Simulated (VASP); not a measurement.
Set up this calculation in VASP 6.6.1, as the native input.

- Task: single point
- Functional: PBEsol
- Dispersion: D3(BJ)
- Potentials or basis: VASP PAW PBE potentials, release 64 (W_sv, S)
- Cutoff: 500 eV
- k mesh: 9 × 9 × 2
- Occupations: methfessel-paxton, width 0.025 eV
- Spin: no spin polarisation
- Dipole correction: no
- Further INCAR settings: ALGO = Normal; EDIFF = 1e-06; NBANDS = 35

The structure of WS2 lies in POSCAR:

```
WS2
1.0
    3.1800000000      0.0000000000      0.0000000000
   -1.5900000000      2.7539607800      0.0000000000
    0.0000000000      0.0000000000     12.5000000000
W S
2 4
Direct
    0.3333333300      0.6666666700      0.2500000000
    0.6666666700      0.3333333300      0.7500000000
    0.3333333300      0.6666666700      0.6250000000
    0.6666666700      0.3333333300      0.1250000000
    0.3333333300      0.6666666700      0.8750000000
    0.6666666700      0.3333333300      0.3750000000
```

One way to write it, as run:

INCAR

```
ALGO = Normal
EDIFF = 1E-6
ENCUT = 500
GGA = PS
GGA_COMPAT = F
ISIF = 2
ISMEAR = 1
IVDW = 12
LASPH = T
LCHARG = F
LREAL = F
LWAVE = F
NBANDS = 35
NELM = 120
PREC = Accurate
SIGMA = 0.025
```

KPOINTS

```
k-points
0
Gamma
  9 9 2
```

Potentials or basis: VASP PAW PBE potentials, release 64 (W_sv, S).

Command:

```console
$ cat potpaw_PBE.64/W_sv/POTCAR potpaw_PBE.64/S/POTCAR > POTCAR
$ mpirun -np 1 vasp_std > vasp.out
```

It gave:

```
Pressure                   : -6.0 GPa
Largest force              : 0.116 eV/Å
Band gap on the k mesh     : 1.12 eV (least direct gap 1.73 eV)
Dispersion energy per atom : -0.373 eV
```

Caveat: the cell stands under tension; the PAW data sets were made with another functional, which shifts forces and pressure a little; spin-orbit coupling is left out, which moves the levels of the heavy elements.

Run time: 60 s on 1 thread of AMD EPYC 9R14 (Zen 4) (shared host), peak memory 0.23 GiB.
